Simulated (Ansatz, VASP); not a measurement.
**Al in VASP and in Ansatz**

```
CELL_PARAMETERS angstrom
0.00000 2.03821 2.03821
2.03821 0.00000 2.03821
2.03821 2.03821 0.00000
ATOMIC_POSITIONS crystal
Al 0.00000 0.00000 0.00000
```

Alike in both runs: task single point; functional PBE exchange alone; k mesh 11 × 11 × 11; occupations fermi-dirac, width 0.05 eV; no spin polarisation.

```csv
,VASP,Ansatz
version,VASP 6.6.1,Ansatz 0.2.0
potentials or method,"VASP PAW PBE potentials, release 64 (Al)",Ansatz PAW
plane-wave cutoff (eV),520,420
valence electrons in the cell,3,3
```

```tsv
	VASP	Ansatz	Ansatz less VASP
gap on the k mesh at the Fermi level (eV)	none	none	-
pressure (GPa)	7.6	7.5	-0.12
```

VASP's potentials were made for PBE, not for PBE exchange alone. A gap of «none» marks a metal or a gap that the smearing closes.
